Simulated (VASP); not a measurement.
# MgPb2N2 (P-3m1) in VASP: further runs

MgPb2N2 is run at these levels: PBEsol; tasks: single point.

All numbers are computed with VASP 6.6.1; they aren't measurements. Logs are shortened: lines on timing, memory, paths and dates and some standing lists are left out, and cuts for length are marked.

### 1 The cell of the first run

Symmetry: P-3m1, No. 164, trigonal system. The conventional cell has a = 3.192 Å, b = 3.192 Å, c = 10.429 Å, α = 90.00°, β = 90.00°, γ = 120.00°. Within 3.2 Å of Mg (site symmetry -3m) lie 6 N at 2.34 Å and 6 Mg at 3.19 Å. Pb (site symmetry 3m) has 3 N at 2.41 Å and 6 Pb at 3.19 Å within 3.2 Å. Within 3.2 Å of N (site symmetry 3m) lie 3 Mg at 2.34 Å and 3 Pb at 2.41 Å and 6 N at 3.19 Å.

### 2 Single point, PBEsol

INCAR

```
PREC = Accurate
ENCUT = 520
EDIFF = 1E-6
ISMEAR = 0
SIGMA = 0.05
LREAL = False
LASPH = True
NELM = 100
ALGO = Normal
ISIF = 2
LWAVE = False
LCHARG = False
GGA = PS
NBANDS = 28
```

KPOINTS

```
regular mesh
0
Gamma
  12 12 4
```

POSCAR

```
MgPb2N2
1.0
    3.1917535042      0.0000000000      0.0000000000
   -1.5958767521      2.7641396173      0.0000000000
    0.0000000000      0.0000000000     10.4285161347
Mg Pb N
1 2 2
Direct
    0.0000000000      0.0000000000      0.0000000000
    0.6666666667      0.3333333333      0.2865500000
    0.3333333333      0.6666666667      0.7134500000
    0.6666666667      0.3333333333      0.8618210000
    0.3333333333      0.6666666667      0.1381790000
```

Potentials or basis: VASP PAW PBE potentials, release 64 (Mg, Pb_d, N).

The run is started by

```sh
cat potpaw_PBE.64/Mg/POTCAR potpaw_PBE.64/Pb_d/POTCAR potpaw_PBE.64/N/POTCAR > POTCAR
mpirun -np 1 vasp_std > vasp.out
```

OUTCAR:

```text
PREC = Accurate
   ENCUT = 520
   EDIFF = 1E-6
   ISMEAR = 0
   LREAL = False
   LASPH = True
   NELM = 100
   ISIF = 2
   GGA = PS

 ion  position               nearest neighbor table
   1  0.000  0.000  0.000-   4 2.34   5 2.34   4 2.34   5 2.34   4 2.34   5 2.34   2 3.51   3 3.51
                             3 3.51   2 3.51   2 3.51   3 3.51
   2  0.667  0.333  0.287-   5 2.41   5 2.41   5 2.41   1 3.51   1 3.51   1 3.51
   3  0.333  0.667  0.713-   4 2.41   4 2.41   4 2.41   1 3.51   1 3.51   1 3.51
   4  0.667  0.333  0.862-   1 2.34   1 2.34   1 2.34   3 2.41   3 2.41   3 2.41
   5  0.333  0.667  0.138-   1 2.34   1 2.34   1 2.34   2 2.41   2 2.41   2 2.41

  LATTYP: Found a hexagonal cell.
 ALAT       =     3.1917535042
 C/A-ratio  =     3.2673313027

  Lattice vectors:

 A1 = (   3.1917535042,   0.0000000000,   0.0000000000)
 A2 = (  -1.5958767521,   2.7641396173,   0.0000000000)
 A3 = (   0.0000000000,   0.0000000000,  10.4285161347)

Analysis of symmetry for initial positions (statically):
=====================================================================
 Subroutine PRICEL returns:
 Original cell was already a primitive cell.

 Routine SETGRP: Setting up the symmetry group for a
 hexagonal supercell.

 Subroutine GETGRP returns: Found 12 space group operations
 (whereof 12 operations were pure point group operations)
 out of a pool of 24 trial point group operations.

The static configuration has the point symmetry D_3d.

Analysis of symmetry for dynamics (positions and initial velocities):
=====================================================================
 Subroutine PRICEL returns:
 Original cell was already a primitive cell.

 Routine SETGRP: Setting up the symmetry group for a
 hexagonal supercell.

 Subroutine GETGRP returns: Found 12 space group operations
 (whereof 12 operations were pure point group operations)
 out of a pool of 24 trial point group operations.

The dynamic configuration has the point symmetry D_3d.

 Subroutine INISYM returns: Found 12 space group operations
 (whereof 12 operations are pure point group operations),
 and found     1 'primitive' translations

----------------------------------------------------------------------------------------

                                     Primitive cell

  volume of cell :      92.0051

  direct lattice vectors                    reciprocal lattice vectors
     3.191753504  0.000000000  0.000000000     0.313307403  0.180888113  0.000000000
    -1.595876752  2.764139617  0.000000000     0.000000000  0.361776226  0.000000000
     0.000000000  0.000000000 10.428516135     0.000000000  0.000000000  0.095890919

  length of vectors
     3.191753504  3.191753504 10.428516135     0.361776226  0.361776226  0.095890919

  position of ions in fractional coordinates (direct lattice)
     0.000000000  0.000000000  0.000000000
     0.666666667  0.333333333  0.286550000
     0.333333333  0.666666667  0.713450000
     0.666666667  0.333333333  0.861821000
     0.333333333  0.666666667  0.138179000

  ion indices of the primitive-cell ions
   primitive index   ion index
                 1           1
                 2           2
                 3           3
                 4           4
                 5           5

----------------------------------------------------------------------------------------

 KPOINTS: regular mesh

Automatic generation of k-mesh.
 Grid dimensions read from file:
 generate k-points for:   12   12    4

 Generating k-lattice:

  Cartesian coordinates                     Fractional coordinates (reciprocal lattice)
     0.026108950  0.015074009  0.000000000     0.083333333 -0.000000000  0.000000000
     0.000000000  0.030148019  0.000000000     0.000000000  0.083333333  0.000000000
     0.000000000  0.000000000  0.023972730     0.000000000  0.000000000  0.250000000

  Length of vectors
     0.030148019  0.030148019  0.023972730

  Shift w.r.t. Gamma in fractional coordinates (k-lattice)
     0.000000000  0.000000000  0.000000000

 Subroutine IBZKPT returns following result:
 ===========================================

 Found     69 irreducible k-points:

 Following reciprocal coordinates:
            Coordinates               Weight
  0.000000  0.000000  0.000000      1.000000
  0.083333 -0.000000  0.000000      6.000000
  0.166667 -0.000000  0.000000      6.000000
  0.250000  0.000000  0.000000      6.000000
  0.333333  0.000000  0.000000      6.000000
  0.416667  0.000000  0.000000      6.000000
[... 16 lines left out ...]
  0.166667 -0.000000  0.250000      6.000000
  0.000000  0.166667  0.250000      6.000000
 [... further k-points ...]
   k-points           NKPTS =     69   k-points in BZ     NKDIM =     69   number of bands    NBANDS=     28
   number of dos      NEDOS =    301   number of ions     NIONS =      5
   total plane-waves  NPLWV =  46080
   dimension x,y,z NGX =    24 NGY =   24 NGZ =   80
   dimension x,y,z NGXF=    48 NGYF=   48 NGZF=  160
   ions per type =               1   2   2
   NGX,Y,Z   is equivalent  to a cutoff of  12.50, 12.50, 12.75 a.u.
   NGXF,Y,Z  is equivalent  to a cutoff of  25.00, 25.00, 25.51 a.u.
 SYSTEM =  unknown system
   PREC   = accura    normal or accurate (medium, high low for compatibility)
   ISTART =      0    job   : 0-new  1-cont  2-samecut
   ICHARG =      2    charge: 1-file 2-atom 10-const
   ISPIN  =      1    spin polarized calculation?
   LNONCOLLINEAR =      F non collinear calculations
   LSORBIT =      F    spin-orbit coupling
   LASPH  =      T    aspherical Exc in radial PAW
   ENCUT  =  520.0 eV  38.22 Ry    6.18 a.u.   5.93  5.93 19.39*2*pi/ulx,y,z
   NELM   =    100;   NELMIN=  2; NELMDL= -5     # of ELM steps
   EDIFF  = 0.1E-05   stopping-criterion for ELM
   LREAL  =      F    real-space projection
   EDIFFG = 0.1E-04   stopping-criterion for IOM
   NSW    =      0    number of steps for IOM
   IBRION =     -1    ionic relax: 0-MD 1-quasi-New 2-CG
   NFREE  =      0    steps in history (QN), initial steepest desc. (CG)
   ISIF   =      2    stress and relaxation
   ISYM   =      2    0-nonsym 1-usesym 2-fastsym
   POTIM  = 0.5000    time-step for ionic-motion
   TEBEG  =    0.0;   TEEND  =   0.0 temperature during run
   PSTRESS=    0.0 pullay stress
   NELECT =      40.0000    total number of electrons
   NUPDOWN=      -1.0000    fix difference up-down
   EMIN   =  10.00;   EMAX   =-10.00  energy-range for DOS
   EFERMI =   0.00;   METHOD = LEGACY
   ISMEAR =     0;   SIGMA  =   0.05  broadening in eV -4-tet -1-fermi 0-gaus
   EFERMI_NEDOS =   21; number of points for ismear=-14 and -15
   IALGO  =     38    algorithm
   IMIX   =      4    mixing-type and parameters
     AMIX     =   0.40;   BMIX     =  1.00
     AMIX_MAG =   1.60;   BMIX_MAG =  1.00
  volume/ion in A,a.u.               =      18.40       124.18
  Fermi-wavevector in a.u.,A,eV,Ry     =   1.240198  2.343634 20.926986  1.538090
  Thomas-Fermi vector in A             =   2.374649
   LORBIT       =      0    0 simple, 1 ext, 2 COOP (PROOUT), +10 PAW based schemes
   GGA     = PS    functional components
   LHFCALC =     F    Hartree Fock is set to
   AEXX    =    0.0000 exact exchange contribution
   IVDW    =     0    specifies the selected vdW correction
   LEPSILON=     F    determine dielectric tensor
   LRPA    =     F    only Hartree local field effects (RPA)
 non-spin polarized calculation
 Gauss-broadening in eV      SIGMA  =   0.05
  energy-cutoff  :      520.00
  volume of cell :       92.01
 maximum number of plane-waves:      2500
   NGX = 11   NGY = 11   NGZ = 39

 number of electron      40.0000000 magnetization

 Free energy of the ion-electron system (eV)
  ---------------------------------------------------
  ext. energy  EPLUGINS =         0.00000000
  ---------------------------------------------------
  free energy    TOTEN  =       -26.12910978 eV

  energy without entropy =      -26.12839521  energy(sigma->0) =      -26.12875250

 E-fermi :   5.7177     XC(G=0): -10.2223

 val. band max:        5.6944058485   @ k =   0.0000   0.0000   0.0000
 cond. band min:       5.7348343049   @ k =   0.5000   0.0000   0.0000
 fundamental gap:      0.0404284564
 Fermi energy:         5.7176513629

 k-point     1 :       0.0000    0.0000    0.0000
  band No.  band energies     occupation
      1     -11.2405      2.00000
      2     -11.2405      2.00000
      3     -11.2404      2.00000
      4     -11.2404      2.00000
      5     -11.2104      2.00000
      6     -11.2077      2.00000
[... 20 lines left out ...]
     27      15.2387      0.00000
     28      15.2496      0.00000

 k-point     2 :       0.0833   -0.0000    0.0000
  band No.  band energies     occupation
      1     -11.2619      2.00000
      2     -11.2615      2.00000
      3     -11.2053      2.00000
      4     -11.2052      2.00000
      5     -11.1730      2.00000
      6     -11.1700      2.00000
[... 20 lines left out ...]
     27      14.9244      0.00000
     28      14.9451      0.00000

 k-point     3 :       0.1667   -0.0000    0.0000
  band No.  band energies     occupation
      1     -11.3246      2.00000
      2     -11.3235      2.00000
      3     -11.1079      2.00000
      4     -11.1078      2.00000
      5     -11.0733      2.00000
      6     -11.0693      2.00000
[... 20 lines left out ...]
     27      14.1821      0.00000
     28      14.4009      0.00000

 k-point     4 :       0.2500    0.0000    0.0000
  band No.  band energies     occupation
      1     -11.4128      2.00000
      2     -11.4109      2.00000
      3     -11.0354      2.00000
      4     -11.0296      2.00000
      5     -10.9717      2.00000
      6     -10.9716      2.00000
[... 20 lines left out ...]
     27      13.6122      0.00000
     28      13.9583      0.00000

 k-point     5 :       0.3333    0.0000    0.0000
  band No.  band energies     occupation
      1     -11.5019      2.00000
      2     -11.4999      2.00000
      3     -11.1330      2.00000
      4     -11.1282      2.00000
      5     -10.8355      2.00000
      6     -10.8353      2.00000
[... 20 lines left out ...]
     27      12.9014      0.00000
     28      13.5958      0.00000

 k-point     6 :       0.4167    0.0000    0.0000
  band No.  band energies     occupation
      1     -11.5668      2.00000
      2     -11.5656      2.00000
      3     -11.1980      2.00000
      4     -11.1945      2.00000
      5     -10.8300      2.00000
      6     -10.8280      2.00000
[... 463 lines left out ...]
      5     -11.1728      2.00000
      6     -11.1702      2.00000
[... 20 lines left out ...]
     27      14.9089      0.00000
     28      15.0445      0.00000

 k-point    22 :       0.0000    0.0833    0.2500
  band No.  band energies     occupation
      1     -11.2618      2.00000
      2     -11.2616      2.00000
      3     -11.2054      2.00000
      4     -11.2052      2.00000
      5     -11.1730      2.00000
      6     -11.1700      2.00000
[... 20 lines left out ...]
     27      14.8771      0.00000
     28      15.0957      0.00000

 k-point    23 :       0.1667   -0.0000    0.2500
  band No.  band energies     occupation
      1     -11.3247      2.00000
      2     -11.3234      2.00000
      3     -11.1079      2.00000
      4     -11.1078      2.00000
      5     -11.0727      2.00000
      6     -11.0700      2.00000
[... 20 lines left out ...]
     27      14.1870      0.00000
     28      14.3963      0.00000

 k-point    24 :       0.0000    0.1667    0.2500
  band No.  band energies     occupation
      1     -11.3244      2.00000
      2     -11.3236      2.00000
      3     -11.1079      2.00000
      4     -11.1078      2.00000
      5     -11.0735      2.00000
      6     -11.0691      2.00000
[... 20 lines left out ...]
     27      14.1770      0.00000
     28      14.4087      0.00000

 [... further k-points ...]

------------------------ aborting loop because EDIFF is reached ----------------------------------------

  FORCE on cell =-STRESS in cart. coord.  units (eV):
  Direction    XX          YY          ZZ          XY          YZ          ZX
  --------------------------------------------------------------------------------------
  -------------------------------------------------------------------------------------
  Total        4.0359484      4.0359484    -11.3716117      0.0000000     -0.0000000      0.0000000
  in kB       70.2820389     70.2820389   -198.0253391      0.0000000     -0.0000000      0.0000000
  external PRESSURE =     -19.1537538 kB  Pullay stress =       0.0000000 kB

 VOLUME and BASIS-vectors are now :
 -----------------------------------------------------------------------------
  energy-cutoff  :      520.00
  volume of cell :       92.01
      direct lattice vectors                 reciprocal lattice vectors
     3.191753504  0.000000000  0.000000000     0.313307403  0.180888113  0.000000000
    -1.595876752  2.764139617  0.000000000     0.000000000  0.361776226  0.000000000
     0.000000000  0.000000000 10.428516135     0.000000000  0.000000000  0.095890919

 POSITION                                       TOTAL-FORCE (eV/Angst)
 -----------------------------------------------------------------------------------
      0.00000      0.00000      0.00000        -0.000000      0.000000     -0.000000
      1.59588      0.92138      2.98829         0.000000     -0.000000     -2.118404
     -0.00000      1.84276      7.44022        -0.000000      0.000000      2.118404
      1.59588      0.92138      8.98751        -0.000000      0.000000     -0.656474
     -0.00000      1.84276      1.44100         0.000000     -0.000000      0.656474
 -----------------------------------------------------------------------------------
    total drift:                               -0.000000      0.000000      0.000000

  FREE ENERGIE OF THE ION-ELECTRON SYSTEM (eV)
  ---------------------------------------------------
  free  energy   TOTEN  =       -26.1291097817 eV

  energy  without entropy=      -26.1283952141  energy(sigma->0) =      -26.12875250
```

Run time: 64 s. Hardware: 1 thread of Intel Xeon 6975P-C (Granite Rapids), shared host; peak memory 0.31 GiB.

Results:

```yaml
Free_energy: -26.1291 eV
Pressure: -1.9 GPa
Largest_force: 2.118 eV/Å
Band_gap_on_the_k_mesh: 0.04 eV (least direct gap 0.74 eV)
```

Forces on the atoms (eV/Å):
```
Mg   0.000  0.000  0.000
Pb   0.000  0.000 -2.118
Pb   0.000  0.000  2.118
N    0.000  0.000 -0.656
N    0.000  0.000  0.656
```

Caveat: the PAW data sets were made with another functional, which shifts forces and pressure a little; spin-orbit coupling is left out, which moves the levels of the heavy elements. A k mesh can miss the band edges.

### 3 Single point, PBEsol

This run uses another cell than the first one, of the same volume but with other edges.

INCAR

```
SYSTEM = MgPb2N2
ALGO = Normal
EDIFF = 1E-6
ENCUT = 520
GGA = PS
ISIF = 2
ISMEAR = 0
LASPH = .True.
LCHARG = .False.
LREAL = .False.
LWAVE = .False.
NBANDS = 28
NELM = 100
PREC = Accurate
SIGMA = 0.05
```

KPOINTS

```
k-points
0
Gamma
  12 12 4
  0 0 0
```

POSCAR: that of step 2 with these lines changed.

```diff
@@ -2,5 +2,5 @@
 1.0
-    3.1917535042      0.0000000000      0.0000000000
-   -1.5958767521      2.7641396173      0.0000000000
-    0.0000000000      0.0000000000     10.4285161347
+    3.2856820171      0.0000000000      0.0000000000
+   -1.6428410086      2.8454840956      0.0000000000
+    0.0000000000      0.0000000000      9.8407940630
 Mg Pb N
```

Potentials or basis: VASP PAW PBE potentials, release 64 (Mg, Pb_d, N).

The run is started by

```sh
cat potpaw_PBE.64/Mg/POTCAR potpaw_PBE.64/Pb_d/POTCAR potpaw_PBE.64/N/POTCAR > POTCAR
mpirun -np 1 vasp_std > vasp.out
```

It took 60 s on 1 thread of Intel Xeon 6975P-C (Granite Rapids), shared host; peak memory 0.32 GiB.

It converged, with:

```
Free energy            : -26.7773 eV
Pressure               : -3.0 GPa
Largest force          : 1.238 eV/Å
Band gap on the k mesh : 0.76 eV (least direct gap 1.10 eV)
```

Forces on the atoms (eV/Å):
```
Mg   0.000  0.000  0.000
Pb   0.000  0.000 -1.238
Pb   0.000  0.000  1.238
N    0.000  0.000 -0.427
N    0.000  0.000  0.427
```

Stress tensor (GPa, compression positive):
```
  1.08   0.00   0.00
  0.00   1.08   0.00
  0.00   0.00 -11.22
```

Levels at points of the mesh, in eV from the valence-band top:
| k point | band 16 | band 17 | band 18 | band 19 | band 20 | band 21 | band 22 | band 23 | band 24 | band 25 |
| --- | --- | --- | --- | --- | --- | --- | --- | --- | --- | --- |
| (0.00, 0.00, 0.00) | -0.30 | -0.25 | -0.25 | 0.00 | 0.00 | 1.10 | 3.39 | 6.82 | 8.94 | 8.98 |
| (0.50, 0.00, 0.00) | -3.32 | -2.25 | -1.31 | -1.24 | -0.97 | 0.81 | 1.61 | 4.54 | 5.08 | 6.35 |
| (0.00, 0.00, 0.50) | -1.32 | -0.25 | -0.25 | 0.00 | 0.00 | 2.18 | 2.85 | 6.80 | 8.33 | 8.87 |
| (0.50, 0.00, 0.50) | -3.43 | -2.28 | -1.30 | -1.29 | -0.98 | 0.77 | 1.93 | 4.01 | 5.70 | 6.56 |

Caveat: the cell stands under tension; the PAW data sets were made with another functional, which shifts forces and pressure a little; spin-orbit coupling is left out, which moves the levels of the heavy elements. A k mesh can miss the band edges.
